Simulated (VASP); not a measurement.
# Al16H in VASP: relaxation of the atoms with PBE

Aim: the relaxation of the atoms of Al16H with PBE.

All numbers are computed with VASP 6.6.1; they aren't measurements. Logs are shortened: lines on timing, memory, paths and dates and some standing lists are left out, and cuts for length are marked.

## Step 1: The cell of the first run

The cell holds a slab with vacuum, 17 atoms: a = 5.714 Å, b = 8.080 Å, c = 19.743 Å, α = 90.00°, β = 90.00°, γ = 90.00°.

## Step 2: Relaxation of the atoms, PBE

INCAR reads:

```
SYSTEM = Al16H
PREC = Accurate ; ENCUT = 520
EDIFF = 1E-6 ; ISMEAR = 0
SIGMA = 0.1 ; LREAL = Auto
LASPH = .TRUE. ; NELM = 60
ALGO = Fast ; ISIF = 2
LWAVE = .FALSE. ; LCHARG = .FALSE.
LDIPOL = .TRUE. ; IDIPOL = 3
DIPOL = 0.5 0.5 0.316 ; GGA = PE
IBRION = 2 ; NSW = 36
EDIFFG = -0.025
```

KPOINTS reads:

```
regular mesh
0
G
  5 4 1
  0 0 0
```

POSCAR reads:

```
Al16H
1.0
    5.7135165839      0.0000000000      0.0000000000
    0.0000000000      8.0801326418      0.0000000000
    0.0000000000      0.0000000000     19.7432786746
Al H
16 1
Selective dynamics
Direct
    0.2500000000      0.2500000000      0.2026005947  F F F
    0.2500000000      0.7500000000      0.2026005947  F F F
    0.7500000000      0.2500000000      0.2026005947  F F F
    0.7500000000      0.7500000000      0.2026005947  F F F
    0.0000000000      0.0000000000      0.2749482108  F F F
    0.0000000000      0.5000000000      0.2749482108  F F F
    0.5000000000      0.0000000000      0.2749482108  F F F
    0.5000000000      0.5000000000      0.2749482108  F F F
    0.2500000000      0.2500000000      0.3495466417  F F F
    0.2500000000      0.7500000000      0.3495466417  F F F
    0.7500000000      0.2500000000      0.3495466417  F F F
    0.7500000000      0.7500000000      0.3495466417  F F F
    0.0000000000      0.0000000000      0.4175232904  F F F
    0.0000000000      0.5000000000      0.4175232904  F F F
    0.5000000000      0.0000000000      0.4175232904  F F F
    0.5000000000      0.5000000000      0.4175232904  F F F
    0.2500000000      0.0833333333      0.3965934073  F F T
```

Potentials or basis: VASP PAW PBE potentials, release 64 (Al, H).

The run is started by

```sh
> cat potpaw_PBE.64/Al/POTCAR potpaw_PBE.64/H/POTCAR > POTCAR
> mpirun -np 1 vasp_std > vasp.out
```

OUTCAR:

```text
SYSTEM = Al16H
   PREC = Accurate
   ENCUT = 520
   EDIFF = 1E-6
   ISMEAR = 0
   LREAL = Auto
   LASPH = .TRUE.
   NELM = 60
   ISIF = 2
   GGA = PE
   IBRION = 2
   NSW = 36
   EDIFFG = -0.025

 ion  position               nearest neighbor table
   1  0.250  0.250  0.203-   3 2.86   3 2.86   6 2.86   7 2.86   8 2.86   5 2.86   9 2.90
   2  0.250  0.750  0.203-   4 2.86   4 2.86   6 2.86   7 2.86   8 2.86   5 2.86  10 2.90
   3  0.750  0.250  0.203-   1 2.86   1 2.86   6 2.86   7 2.86   8 2.86   5 2.86  11 2.90
   4  0.750  0.750  0.203-   2 2.86   2 2.86   6 2.86   7 2.86   8 2.86   5 2.86  12 2.90
   5  0.000  0.000  0.275-  13 2.81   7 2.86   7 2.86   4 2.86   1 2.86   2 2.86   3 2.86  11 2.88
                            12 2.88   9 2.88  10 2.88
   6  0.000  0.500  0.275-  14 2.81   8 2.86   8 2.86   4 2.86   1 2.86   2 2.86   3 2.86  11 2.88
                            12 2.88   9 2.88  10 2.88
   7  0.500  0.000  0.275-  15 2.81   5 2.86   5 2.86   4 2.86   1 2.86   2 2.86   3 2.86  11 2.88
                            12 2.88   9 2.88  10 2.88
   8  0.500  0.500  0.275-  16 2.81   6 2.86   6 2.86   4 2.86   1 2.86   2 2.86   3 2.86  11 2.88
                            12 2.88   9 2.88  10 2.88
   9  0.250  0.250  0.350-  17 1.64  14 2.81  15 2.81  16 2.81  13 2.81  11 2.86  11 2.86   8 2.88
                             5 2.88   6 2.88   7 2.88   1 2.90
  10  0.250  0.750  0.350-  13 2.81  14 2.81  15 2.81  16 2.81  12 2.86  12 2.86   7 2.88   8 2.88
                             5 2.88   6 2.88   2 2.90
  11  0.750  0.250  0.350-  13 2.81  14 2.81  15 2.81  16 2.81   9 2.86   9 2.86   7 2.88   8 2.88
                             5 2.88   6 2.88   3 2.90
  12  0.750  0.750  0.350-  13 2.81  14 2.81  15 2.81  16 2.81  10 2.86  10 2.86   7 2.88   8 2.88
                             5 2.88   6 2.88   4 2.90
  13  0.000  0.000  0.418-  17 1.63  10 2.81  11 2.81  12 2.81   9 2.81   5 2.81  15 2.86  15 2.86

  14  0.000  0.500  0.418-   9 2.81  10 2.81  11 2.81  12 2.81   6 2.81  16 2.86  16 2.86
  15  0.500  0.000  0.418-  17 1.63  10 2.81  11 2.81  12 2.81   9 2.81   7 2.81  13 2.86  13 2.86

  16  0.500  0.500  0.418-   9 2.81  10 2.81  11 2.81  12 2.81   8 2.81  14 2.86  14 2.86
  17  0.250  0.083  0.397-  13 1.63  15 1.63   9 1.64

  LATTYP: Found a simple orthorhombic cell.
 ALAT       =     5.7135165839
 B/A-ratio  =     1.4142135624
 C/A-ratio  =     3.4555388760

  Lattice vectors:

 A1 = (   5.7135165839,   0.0000000000,   0.0000000000)
 A2 = (   0.0000000000,   8.0801326418,   0.0000000000)
 A3 = (   0.0000000000,   0.0000000000,  19.7432786746)

Analysis of symmetry for initial positions (statically):
=====================================================================
 Subroutine PRICEL returns:
 Original cell was already a primitive cell.

 Routine SETGRP: Setting up the symmetry group for a
 simple orthorhombic supercell.

 Subroutine GETGRP returns: Found  2 space group operations
 (whereof  1 operations were pure point group operations)
 out of a pool of  8 trial point group operations.

The static configuration has the point symmetry C_1 .
 The point group associated with its full space group is C_1h.

Analysis of symmetry for dynamics (positions and initial velocities):
=====================================================================
 Subroutine PRICEL returns:
 Original cell was already a primitive cell.

 Routine SETGRP: Setting up the symmetry group for a
 simple orthorhombic supercell.

 Subroutine GETGRP returns: Found  2 space group operations
 (whereof  1 operations were pure point group operations)
 out of a pool of  8 trial point group operations.

The dynamic configuration has the point symmetry C_1 .
 The point group associated with its full space group is C_1h.

Analysis of constrained symmetry for selective dynamics:
=====================================================================
 Subroutine PRICEL returns:
 Original cell was already a primitive cell.

 Routine SETGRP: Setting up the symmetry group for a
 simple orthorhombic supercell.

 Subroutine GETGRP returns: Found  2 space group operations
 (whereof  1 operations were pure point group operations)
 out of a pool of  8 trial point group operations.

The constrained configuration has the point symmetry C_1 .
 The point group associated with its full space group is C_1h.

 Subroutine INISYM returns: Found  2 space group operations
 (whereof  1 operations are pure point group operations),
 and found     1 'primitive' translations

----------------------------------------------------------------------------------------
[... 82 lines left out ...]
  0.400000  0.000000  0.000000      2.000000
  0.000000  0.250000  0.000000      2.000000
  0.200000  0.250000  0.000000      4.000000
  0.400000  0.250000  0.000000      4.000000
  0.000000  0.500000  0.000000      1.000000
  0.200000  0.500000  0.000000      2.000000
  0.400000  0.500000  0.000000      2.000000
   k-points           NKPTS =      9   k-points in BZ     NKDIM =      9   number of bands    NBANDS=     33
   number of dos      NEDOS =    301   number of ions     NIONS =     17
   total plane-waves  NPLWV = 378000
   dimension x,y,z NGX =    42 NGY =   60 NGZ =  150
   dimension x,y,z NGXF=    84 NGYF=  120 NGZF=  300
   ions per type =              16   1
   NGX,Y,Z   is equivalent  to a cutoff of  12.22, 12.34, 12.63 a.u.
   NGXF,Y,Z  is equivalent  to a cutoff of  24.44, 24.69, 25.26 a.u.
 SYSTEM =  Al16H
   PREC   = accura    normal or accurate (medium, high low for compatibility)
   ISTART =      0    job   : 0-new  1-cont  2-samecut
   ICHARG =      2    charge: 1-file 2-atom 10-const
   ISPIN  =      1    spin polarized calculation?
   LNONCOLLINEAR =      F non collinear calculations
   LSORBIT =      F    spin-orbit coupling
   LASPH  =      T    aspherical Exc in radial PAW
   ENCUT  =  520.0 eV  38.22 Ry    6.18 a.u.  10.62 15.02 36.71*2*pi/ulx,y,z
   NELM   =     60;   NELMIN=  2; NELMDL= -5     # of ELM steps
   EDIFF  = 0.1E-05   stopping-criterion for ELM
   LREAL  =      T    real-space projection
   EDIFFG = -.3E-01   stopping-criterion for IOM
   NSW    =     36    number of steps for IOM
   IBRION =      2    ionic relax: 0-MD 1-quasi-New 2-CG
   NFREE  =      1    steps in history (QN), initial steepest desc. (CG)
   ISIF   =      2    stress and relaxation
   ISYM   =      2    0-nonsym 1-usesym 2-fastsym
   POTIM  = 0.5000    time-step for ionic-motion
   TEBEG  =    0.0;   TEEND  =   0.0 temperature during run
   PSTRESS=    0.0 pullay stress
   NELECT =      49.0000    total number of electrons
   NUPDOWN=      -1.0000    fix difference up-down
   EMIN   =  10.00;   EMAX   =-10.00  energy-range for DOS
   EFERMI =   0.00;   METHOD = LEGACY
   ISMEAR =     0;   SIGMA  =   0.10  broadening in eV -4-tet -1-fermi 0-gaus
   EFERMI_NEDOS =   21; number of points for ismear=-14 and -15
   IALGO  =     68    algorithm
   IMIX   =      4    mixing-type and parameters
     AMIX     =   0.40;   BMIX     =  1.00
     AMIX_MAG =   1.60;   BMIX_MAG =  1.00
  volume/ion in A,a.u.               =      53.62       361.82
  Fermi-wavevector in a.u.,A,eV,Ry     =   0.617864  1.167594  5.194110  0.381756
  Thomas-Fermi vector in A             =   1.676102
   LORBIT       =      0    0 simple, 1 ext, 2 COOP (PROOUT), +10 PAW based schemes
   GGA     = PE    functional components
   LHFCALC =     F    Hartree Fock is set to
   AEXX    =    0.0000 exact exchange contribution
   IVDW    =     0    specifies the selected vdW correction
   LEPSILON=     F    determine dielectric tensor
   LRPA    =     F    only Hartree local field effects (RPA)
 conjugate gradient relaxation of ions
 non-spin polarized calculation
 RMM-DIIS sequential band-by-band and
 Gauss-broadening in eV      SIGMA  =   0.10
  energy-cutoff  :      520.00
  volume of cell :      911.47
 maximum number of plane-waves:     24626
   NGX = 21   NGY = 31   NGZ = 73

--------------------------------------- Ionic step        1  -------------------------------------------

 number of electron      48.9999998 magnetization

 Free energy of the ion-electron system (eV)
  ---------------------------------------------------
  ext. energy  EPLUGINS =         0.00000000
  ---------------------------------------------------
  free energy    TOTEN  =       -56.86890053 eV

  energy without entropy =      -56.82484085  energy(sigma->0) =      -56.84687069

------------------------ aborting loop because EDIFF is reached ----------------------------------------

  FORCE on cell =-STRESS in cart. coord.  units (eV):
  Direction    XX          YY          ZZ          XY          YZ          ZX
  --------------------------------------------------------------------------------------
  -------------------------------------------------------------------------------------
  Total       -6.9165058     -0.9147180      0.2987237      0.0000000     -1.6407674      0.0000000
  in kB      -12.1578302     -1.6078909      0.5250963      0.0000000     -2.8841400      0.0000000
  external PRESSURE =      -4.4135416 kB  Pullay stress =       0.0000000 kB
[... 295 lines left out ...]
 number of electron      48.9999998 magnetization

------------------------ aborting loop because EDIFF is reached ----------------------------------------

 vacuum level on the upper side and lower side of the slab       (xc-potential included)         0.011        -0.075

  FORCE on cell =-STRESS in cart. coord.  units (eV):
  Direction    XX          YY          ZZ          XY          YZ          ZX
  --------------------------------------------------------------------------------------
  -------------------------------------------------------------------------------------
  Total      -10.9021678     -3.6982439     -2.3437746      0.0000000     -0.8420524      0.0000000
  in kB      -19.1638246     -6.5007710     -4.1198857      0.0000000     -1.4801593      0.0000000
  external PRESSURE =      -9.9281604 kB  Pullay stress =       0.0000000 kB
[... 32 lines left out ...]
  FREE ENERGIE OF THE ION-ELECTRON SYSTEM (eV)
  ---------------------------------------------------
  free  energy   TOTEN  =       -57.6098989783 eV

  energy  without entropy=      -57.5635461451  energy(sigma->0) =      -57.58672256

 dipolmoment           0.000000      0.000000      0.002876 electrons x Angstroem

--------------------------------------- Ionic step        8  -------------------------------------------

 number of electron      48.9999998 magnetization

------------------------ aborting loop because EDIFF is reached ----------------------------------------
[... 46 lines left out ...]
--------------------------------------- Ionic step        9  -------------------------------------------

 number of electron      48.9999998 magnetization

 dipolmoment           0.000000      0.000000     -0.005834 electrons x Angstroem

 Free energy of the ion-electron system (eV)
  ---------------------------------------------------
  ext. energy  EPLUGINS =         0.00000000
  ---------------------------------------------------
  free energy    TOTEN  =       -57.68019236 eV

  energy without entropy =      -57.63240312  energy(sigma->0) =      -57.65629774

 E-fermi :  -0.4588     XC(G=0):  -4.0173

 val. band max:       -0.4776080503   @ k =   0.2000   0.5000   0.0000
 cond. band min:      -0.4472956416   @ k =   0.2000   0.2500   0.0000
 fundamental gap:      0.0303124087
 Fermi energy:        -0.4587852086

 k-point     1 :       0.0000    0.0000    0.0000
  band No.  band energies     occupation
      1     -10.7389      2.00000
      2      -8.7708      2.00000
      3      -8.4449      2.00000
      4      -8.3661      2.00000
      5      -6.8305      2.00000
      6      -6.2883      2.00000
[... 313 lines left out ...]
     32       1.4013      0.00000
     33       1.8077      0.00000

------------------------ aborting loop because EDIFF is reached ----------------------------------------

 vacuum level on the upper side and lower side of the slab       (xc-potential included)        -0.079        -0.096

  FORCE on cell =-STRESS in cart. coord.  units (eV):
  Direction    XX          YY          ZZ          XY          YZ          ZX
  --------------------------------------------------------------------------------------
  -------------------------------------------------------------------------------------
  Total       -9.8684572     -3.4241038     -1.7806085      0.0000000     -0.5246885      0.0000000
  in kB      -17.3467686     -6.0188878     -3.1299526      0.0000000     -0.9222971      0.0000000
  external PRESSURE =      -8.8318697 kB  Pullay stress =       0.0000000 kB
[... 32 lines left out ...]
  FREE ENERGIE OF THE ION-ELECTRON SYSTEM (eV)
  ---------------------------------------------------
  free  energy   TOTEN  =       -57.6801923639 eV

  energy  without entropy=      -57.6324031226  energy(sigma->0) =      -57.65629774

 reached required accuracy - stopping structural energy minimisation

 vacuum level on the upper side and lower side of the slab         3.542         3.543
```

Wall time 59 min (1 thread of Oxide Virtual Turin-like, shared host); peak memory 0.88 GiB.

What came out:

```
Free energy               : -57.6802 eV
Energy gained by relaxing : 47.7 meV/atom
Ionic steps               : 9
Band gap on the k mesh    : zero (an odd number of electrons rules out a gap without spin polarisation)
```

Step by step:
| step | energy change (eV) | largest force on free atoms (eV/Å) | pressure (GPa) |
| --- | --- | --- | --- |
| 1 | 0.0000 | 0.3422 | -0.44 |
| 2 | -0.0055 | 0.3273 | -0.44 |
| 3 | -0.0209 | 0.2953 | -0.45 |
| 4 | -0.0493 | 0.2920 | -0.45 |
| 5 | -0.1250 | 0.5178 | -0.47 |
| 6 | -0.4509 | 1.0034 | -0.58 |
| 7 | -0.7410 | 0.6031 | -0.99 |
| 8 | -0.8046 | 0.1918 | -0.84 |
| 9 | -0.8113 | 0.0060 | -0.88 |

Final structure:
```
CELL_PARAMETERS angstrom
5.71352 0.00000 0.00000
0.00000 8.08013 0.00000
0.00000 0.00000 19.74328
ATOMIC_POSITIONS crystal
Al 0.25000 0.25000 0.20260
Al 0.25000 0.75000 0.20260
Al 0.75000 0.25000 0.20260
Al 0.75000 0.75000 0.20260
Al 0.00000 0.00000 0.27495
Al 0.00000 0.50000 0.27495
Al 0.50000 0.00000 0.27495
Al 0.50000 0.50000 0.27495
Al 0.25000 0.25000 0.34955
Al 0.25000 0.75000 0.34955
Al 0.75000 0.25000 0.34955
Al 0.75000 0.75000 0.34955
Al 0.00000 0.00000 0.41752
Al 0.00000 0.50000 0.41752
Al 0.50000 0.00000 0.41752
Al 0.50000 0.50000 0.41752
H 0.25000 0.08333 0.46376
```

Levels at points of the mesh, in eV from the Fermi level:
```tsv
k point	band 23	band 24	band 25	band 26	band 27	band 28
(0.00, 0.00, 0.00)	-0.79	-0.57	-0.42	-0.21	0.14	0.61
(0.00, 0.50, 0.00)	-0.89	-0.87	-0.29	0.08	0.24	0.26
```

The gap in the log of VASP goes by the Fermi energy; the results here count the filled bands.